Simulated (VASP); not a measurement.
# Zr (R-3m) in VASP: notebook

Runs on Zr. Level: PBEsol. Tasks: single point.

All numbers are computed with VASP 6.6.1; they aren't measurements. Logs are shortened: lines on timing, memory, paths and dates and some standing lists are left out, and cuts for length are marked.

**1. The cell of the first run**

It takes space group R-3m (No. 166, trigonal). The conventional cell has a = 5.196 Å, b = 5.196 Å, c = 3.041 Å, α = 90.00°, β = 90.00°, γ = 120.00°. Zr (site symmetry -3m) has 14 Zr at 3.04 to 3.62 Å within 4.0 Å.

**2. Single point, PBEsol (equal xy, yz and zx shear strains of -3 %)**

Input file INCAR:

```
SYSTEM = Zr
PREC = Accurate
ENCUT = 520
EDIFF = 1E-6
ISMEAR = -1
SIGMA = 0.08
LREAL = .FALSE.
LASPH = .TRUE.
NELM = 80
ALGO = Normal
ISIF = 2
LWAVE = .FALSE.
LCHARG = .TRUE.
GGA = PS
LELF = .TRUE.
LVHAR = .TRUE.
NBANDS = 12
```

Input file KPOINTS:

```
Automatic mesh
0
G
  14 14 14
  0 0 0
```

Input file POSCAR:

```
Zr
1.0
   -1.8643000000      1.8100000000      1.8100000000
    1.8100000000     -1.8643000000      1.8100000000
    1.8100000000      1.8100000000     -1.8643000000
Zr
1
Direct
    0.0000000000      0.0000000000      0.0000000000
```

Potentials or basis: VASP PAW PBE potentials, release 64 (Zr_sv).

Started as:

```sh
> cat potpaw_PBE.64/Zr_sv/POTCAR > POTCAR
> mpirun -np 1 vasp_std > vasp.out
```

OUTCAR:

```text
SYSTEM = Zr
   PREC = Accurate
   ENCUT = 520
   EDIFF = 1E-6
   ISMEAR = -1
   LREAL = .FALSE.
   LASPH = .TRUE.
   NELM = 80
   ISIF = 2
   GGA = PS

 ion  position               nearest neighbor table
   1  0.000  0.000  0.000-

  LATTYP: Found a trigonal (rhomboedric) cell.
 ALAT       =     3.1666724633
 COS(alpha) =    -0.3463033748

  Lattice vectors:

 A1 = (  -1.8643000000,   1.8100000000,   1.8100000000)
 A2 = (   1.8100000000,  -1.8643000000,   1.8100000000)
 A3 = (   1.8100000000,   1.8100000000,  -1.8643000000)

Analysis of symmetry for initial positions (statically):
=====================================================================
 Subroutine PRICEL returns:
 Original cell was already a primitive cell.

 Routine SETGRP: Setting up the symmetry group for a
 trigonal (rhombohedral) supercell.

 Subroutine GETGRP returns: Found 12 space group operations
 (whereof 12 operations were pure point group operations)
 out of a pool of 12 trial point group operations.

The static configuration has the point symmetry D_3d.

Analysis of symmetry for dynamics (positions and initial velocities):
=====================================================================
 Subroutine PRICEL returns:
 Original cell was already a primitive cell.

 Routine SETGRP: Setting up the symmetry group for a
 trigonal (rhombohedral) supercell.

 Subroutine GETGRP returns: Found 12 space group operations
 (whereof 12 operations were pure point group operations)
 out of a pool of 12 trial point group operations.

The dynamic configuration has the point symmetry D_3d.

 Subroutine INISYM returns: Found 12 space group operations
 (whereof 12 operations are pure point group operations),
 and found     1 'primitive' translations

----------------------------------------------------------------------------------------

                                     Primitive cell

  volume of cell :      23.7028

  direct lattice vectors                    reciprocal lattice vectors
    -1.864300000  1.810000000  1.810000000     0.008417341  0.280578024  0.280578024
     1.810000000 -1.864300000  1.810000000     0.280578024  0.008417341  0.280578024
     1.810000000  1.810000000 -1.864300000     0.280578024  0.280578024  0.008417341

  length of vectors
     3.166672463  3.166672463  3.166672463     0.396886517  0.396886517  0.396886517

  position of ions in fractional coordinates (direct lattice)
     0.000000000  0.000000000  0.000000000

  ion indices of the primitive-cell ions
   primitive index   ion index
[... 81 lines left out ...]
   POTIM  = 0.5000    time-step for ionic-motion
   TEBEG  =    0.0;   TEEND  =   0.0 temperature during run
   PSTRESS=    0.0 pullay stress
   NELECT =      12.0000    total number of electrons
   NUPDOWN=      -1.0000    fix difference up-down
   EMIN   =  10.00;   EMAX   =-10.00  energy-range for DOS
   EFERMI =   0.00;   METHOD = LEGACY
   ISMEAR =    -1;   SIGMA  =   0.08  broadening in eV -4-tet -1-fermi 0-gaus
   EFERMI_NEDOS =   21; number of points for ismear=-14 and -15
   IALGO  =     38    algorithm
   IMIX   =      4    mixing-type and parameters
     AMIX     =   0.40;   BMIX     =  1.00
     AMIX_MAG =   1.60;   BMIX_MAG =  1.00
  volume/ion in A,a.u.               =      23.70       159.95
  Fermi-wavevector in a.u.,A,eV,Ry     =   1.304774  2.465666 23.163048  1.702436
  Thomas-Fermi vector in A             =   2.435688
   LORBIT       =      0    0 simple, 1 ext, 2 COOP (PROOUT), +10 PAW based schemes
   GGA     = PS    functional components
   LHFCALC =     F    Hartree Fock is set to
   AEXX    =    0.0000 exact exchange contribution
   IVDW    =     0    specifies the selected vdW correction
   LEPSILON=     F    determine dielectric tensor
   LRPA    =     F    only Hartree local field effects (RPA)
 non-spin polarized calculation
  energy-cutoff  :      520.00
  volume of cell :       23.70
 maximum number of plane-waves:       658
   NGX = 11   NGY = 11   NGZ = 11

 number of electron      12.0000000 magnetization

 Free energy of the ion-electron system (eV)
  ---------------------------------------------------
  ext. energy  EPLUGINS =         0.00000000
  ---------------------------------------------------
  free energy    TOTEN  =        -8.98936985 eV

  energy without entropy =       -8.94826565  energy(sigma->0) =       -8.96881775

 E-fermi :   8.3766     XC(G=0): -11.1143

 val. band max:        8.3758835222   @ k =  -0.4286   0.4286   0.1429
 cond. band min:       8.3772885704   @ k =   0.5000   0.5000   0.1429
 fundamental gap:      0.0014050482
 Fermi energy:         8.3765766833

 k-point     1 :       0.0000    0.0000    0.0000
  band No.  band energies     occupation
      1     -40.0470      2.00000
      2     -17.6316      2.00000
      3     -17.6316      2.00000
      4     -17.5378      2.00000
      5       3.0348      2.00000
      6       9.1067      0.00022
      7       9.6470      0.00000
      8       9.6470      0.00000
      9      11.9777      0.00000
     10      11.9777      0.00000
     11      20.3094      0.00000
     12      20.9324      0.00000
[... 331 lines left out ...]
 k-point    24 :       0.2857    0.1429    0.0000
  band No.  band energies     occupation
      1     -39.9048      2.00000
      2     -18.4228      2.00000
      3     -17.8795      2.00000
      4     -17.6763      2.00000
      5       6.0605      2.00000
      6       7.9803      1.98598
      7       8.6070      0.10629
      8      11.4329      0.00000
      9      12.3545      0.00000
     10      13.8969      0.00000
     11      19.4179      0.00000
     12      20.4509      0.00000

 [... further k-points ...]

------------------------ aborting loop because EDIFF is reached ----------------------------------------

  FORCE on cell =-STRESS in cart. coord.  units (eV):
  Direction    XX          YY          ZZ          XY          YZ          ZX
  --------------------------------------------------------------------------------------
  -------------------------------------------------------------------------------------
  Total       -0.9726591     -0.9726591     -0.9726591      0.0928322      0.0928322      0.0928322
  in kB      -65.7463569    -65.7463569    -65.7463569      6.2749403      6.2749403      6.2749403
  external PRESSURE =     -65.7463569 kB  Pullay stress =       0.0000000 kB

 VOLUME and BASIS-vectors are now :
 -----------------------------------------------------------------------------
  energy-cutoff  :      520.00
  volume of cell :       23.70
      direct lattice vectors                 reciprocal lattice vectors
    -1.864300000  1.810000000  1.810000000     0.008417341  0.280578024  0.280578024
     1.810000000 -1.864300000  1.810000000     0.280578024  0.008417341  0.280578024
     1.810000000  1.810000000 -1.864300000     0.280578024  0.280578024  0.008417341

 POSITION                                       TOTAL-FORCE (eV/Angst)
 -----------------------------------------------------------------------------------
      0.00000      0.00000      0.00000        -0.000000      0.000000      0.000000
 -----------------------------------------------------------------------------------
    total drift:                                0.000000      0.000000      0.000000

  FREE ENERGIE OF THE ION-ELECTRON SYSTEM (eV)
  ---------------------------------------------------
  free  energy   TOTEN  =        -8.9893698536 eV

  energy  without entropy=       -8.9482656500  energy(sigma->0) =       -8.96881775
```

stdout:

```text
POSCAR found type information on POSCAR Zr
 POSCAR found :  1 types and       1 ions
 scaLAPACK will be used
 -----------------------------------------------------------------------------
|                                                                             |
|                                                                             |
|     You enforced a specific xc type in the INCAR file but a different       |
|     I HOPE YOU KNOW WHAT YOU ARE DOING!                                     |
|                                                                             |
 -----------------------------------------------------------------------------

 LDA part: xc-table for (Slater+PW92), standard interpolation
 POSCAR, INCAR and KPOINTS ok, starting setup
 FFT: planning ... GRIDC
 FFT: planning ... GRID_SOFT
 FFT: planning ... GRID
 WAVECAR not read
 entering main loop
```

Run time: 43 s. Hardware: 1 thread of Intel Xeon Platinum 8259CL at 2.50GHz (Skylake/Cascade Lake), shared host; peak memory 0.2 GiB.

Results:

```
Free energy            : -8.9894 eV
Pressure               : -6.6 GPa
Band gap on the k mesh : zero (bands 6 and 7 overlap by 1.62 eV)
```

Stress tensor (GPa, compression positive):
```
-6.57  0.63  0.63
 0.63 -6.57  0.63
 0.63  0.63 -6.57
```

Caveat: the cell differs from its parent crystal (equal xy, yz and zx shear strains of -3 %); the cell stands under tension; the PAW data sets were made with another functional, which shifts forces and pressure a little.

**3. Single point, PBEsol (equal xy, yz and zx shear strains of -1 %)**

Input file INCAR:

```
SYSTEM = Zr
PREC     = Accurate       ! precision mode
ENCUT    = 520            ! plane-wave cutoff, eV
EDIFF    = 1E-7           ! SCF threshold, eV
ISMEAR   = -1             ! smearing method
SIGMA    = 0.08           ! smearing width, eV
LREAL    = .FALSE.        ! projectors in reciprocal space
LASPH    = .TRUE.         ! aspherical terms in the spheres
NELM     = 100            ! most SCF steps
ALGO     = Normal         ! electronic algorithm
ISIF     = 2              ! what is computed and relaxed
LWAVE    = .FALSE.        ! write WAVECAR
LCHARG   = .FALSE.        ! write CHGCAR
GGA      = PS             ! functional
NBANDS   = 12             ! bands
```

Input file KPOINTS:

```
regular mesh
0
G
  14 14 14
  0 0 0
```

Input file POSCAR:

```
Zr
1.0
   -1.8281000000      1.8100000000      1.8100000000
    1.8100000000     -1.8281000000      1.8100000000
    1.8100000000      1.8100000000     -1.8281000000
Zr
1
Direct
    0.0000000000      0.0000000000      0.0000000000
```

Potentials or basis: VASP PAW PBE potentials, release 64 (Zr_sv).

Started as:

```sh
> cat potpaw_PBE.64/Zr_sv/POTCAR > POTCAR
> mpirun -np 1 vasp_std > vasp.out
```

It took 41 s on 1 thread of Intel Xeon Platinum 8259CL at 2.50GHz (Skylake/Cascade Lake), shared host; peak memory 0.19 GiB.

The run converged. Its results:

```
Free energy            : -8.9929 eV
Pressure               : -6.6 GPa
Band gap on the k mesh : zero (bands 6 and 7 overlap by 1.66 eV)
```

Stress tensor (GPa, compression positive):
```
-6.62  0.26  0.26
 0.26 -6.62  0.26
 0.26  0.26 -6.62
```

Levels at points of the mesh, in eV from the Fermi level:
```
           k point  band 3  band 4  band 5  band 6  band 7  band 8  band 9  band 10
(0.00, 0.00, 0.00)  -26.00  -25.97   -5.35    0.98    1.17    1.17    3.55     3.55
(0.50, 0.00, 0.00)  -26.29  -26.00   -2.73   -0.62    1.59    3.47    4.12     6.24
(0.50, 0.50, 0.00)  -26.27  -25.99   -2.74   -0.66    1.47    3.57    4.24     6.15
(0.50, 0.50, 0.50)  -26.61  -26.61   -2.45   -2.45    5.47    5.47    5.69     7.21
```

Caveat: the cell differs from its parent crystal (equal xy, yz and zx shear strains of -1 %); the cell stands under tension; the PAW data sets were made with another functional, which shifts forces and pressure a little.

**4. Single point, PBEsol (equal xy, yz and zx shear strains of +2 %)**

Input file INCAR:

```
PREC = Accurate
ENCUT = 520
EDIFF = 1E-7
ISMEAR = -1
SIGMA = 0.08
LREAL = F
LASPH = T
NELM = 60
ALGO = Normal
ISIF = 2
LWAVE = F
LCHARG = F
GGA = PS
NBANDS = 12
```

Input file KPOINTS:

```
regular mesh
0
Gamma
  14 14 14
```

Input file POSCAR:

```
Zr
1.0
   -1.7738000000      1.8100000000      1.8100000000
    1.8100000000     -1.7738000000      1.8100000000
    1.8100000000      1.8100000000     -1.7738000000
Zr
1
Direct
    0.0000000000      0.0000000000      0.0000000000
```

Started as:

```sh
> cat potpaw_PBE.64/Zr_sv/POTCAR > POTCAR
> mpirun -np 1 vasp_std > vasp.out
```

Run time: 47 s. Hardware: 1 thread of Intel Xeon Platinum 8259CL at 2.50GHz (Skylake/Cascade Lake), shared host; peak memory 0.2 GiB.

The run converged. Its results:

| Quantity | Value |
| --- | --- |
| Free energy | -8.9911 eV |
| Pressure | -6.6 GPa |
| Band gap on the k mesh | zero (bands 6 and 7 overlap by 1.59 eV) |

Stress tensor (GPa, compression positive):
```
-6.61 -0.59 -0.59
-0.59 -6.61 -0.59
-0.59 -0.59 -6.61
```

Levels at points of the mesh, in eV from the Fermi level:
| k point | band 2 | band 3 | band 4 | band 5 | band 6 | band 7 | band 8 | band 9 | band 10 | band 11 |
| --- | --- | --- | --- | --- | --- | --- | --- | --- | --- | --- |
| (0.00, 0.00, 0.00) | -26.02 | -25.97 | -25.97 | -5.35 | 0.97 | 0.97 | 1.36 | 3.56 | 3.56 | 12.20 |
| (0.50, 0.00, 0.00) | -26.89 | -26.25 | -25.98 | -2.74 | -0.67 | 1.41 | 3.61 | 4.29 | 6.09 | 9.87 |
| (0.50, 0.50, 0.00) | -26.92 | -26.31 | -26.00 | -2.73 | -0.61 | 1.66 | 3.45 | 4.07 | 6.29 | 9.82 |
| (0.50, 0.50, 0.50) | -26.65 | -26.65 | -26.56 | -2.45 | -2.45 | 5.24 | 5.69 | 5.69 | 7.11 | 7.33 |

Caveat: the cell differs from its parent crystal (equal xy, yz and zx shear strains of +2 %); the cell stands under tension; the PAW data sets were made with another functional, which shifts forces and pressure a little.

(Continued in part 2 of 2.)
